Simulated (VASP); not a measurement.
HfMoC2, 4 atoms in the cell. The structure is tetragonal, space group P4/mmm (No. 123). The conventional cell has a = 3.191 Å, b = 3.191 Å, c = 4.395 Å, α = 90.00°, β = 90.00°, γ = 90.00°. Hf (site symmetry 4/mmm) has 6 C at 2.20 to 2.26 Å within 2.9 Å. Mo (site symmetry 4/mmm) has 6 C at 2.20 to 2.26 Å within 2.9 Å. Within 2.9 Å of C (site symmetry 4/mmm) lie 2 Mo at 2.20 Å and 4 Hf at 2.26 Å. Within 2.9 Å of C (site symmetry 4/mmm) lie 2 Hf at 2.20 Å and 4 Mo at 2.26 Å. 

```yaml
Program: VASP 6.6.1
Task: single point
Functional: PBEsol
Potentials_or_basis: VASP PAW PBE potentials, release 64 (Hf_pv, Mo_sv, C)
Cutoff: 520 eV
k_mesh: 8 × 8 × 6
Occupations: fermi-dirac, width 0.05 eV
Spin: no spin polarisation
Dipole_correction: no
Further_INCAR_settings: ALGO = Normal; EDIFF = 1e-06; NBANDS = 24
```

Potentials or basis: VASP PAW PBE potentials, release 64 (Hf_pv, Mo_sv, C).

Launch:

```console
$ cat potpaw_PBE.64/Hf_pv/POTCAR potpaw_PBE.64/Mo_sv/POTCAR potpaw_PBE.64/C/POTCAR > POTCAR
$ mpirun -np 1 vasp_std > vasp.out
```

Hardware: 1 thread of Intel Xeon 8259CL (shared host).

Question: How long does it take, and how much memory?

Answer: Run time: 62 s on 1 thread of Intel Xeon 8259CL, on a shared host, peak memory 0.2 GiB. Counts: scf iterations 14, k points 60.
